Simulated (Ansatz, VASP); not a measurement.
Al in VASP and in Ansatz

```
Al
1.0
    -1.59472    1.59472    1.59472
     1.59472   -1.59472    1.59472
     1.59472    1.59472   -1.59472
Al
1
Cartesian
  0.0000 0.0000 0.0000
```

Alike in both runs: functional LDA; k mesh 18 × 18 × 18; occupations gaussian, width 0.1 eV; no spin polarisation.

Ansatz relaxed the structure, and its values are those at the end. VASP's run is a single point on that final structure, the one shown.

|  | VASP | Ansatz |
| --- | --- | --- |
| version | VASP 6.6.1 | Ansatz 0.2.0 |
| potentials or method | VASP PAW LDA potentials, release 64 (Al), cutoff 500 eV | scalar-relativistic, plane waves, PAW |
| valence electrons in the cell | 3 | 3 |

VASP gave:

- gap on the k mesh at the Fermi level (eV): none
- pressure (GPa): 0.1

Question: Which values does Ansatz return?

Answer: gap on the k mesh at the Fermi level (eV): none; pressure (GPa): 0.0.

Ansatz warns that its potentials were made for another functional, while VASP's fit it. LDA's correlation is that of Perdew and Zunger in VASP and of Perdew and Wang (1992) in Ansatz. A gap of «none» marks a metal or a gap that the smearing closes.
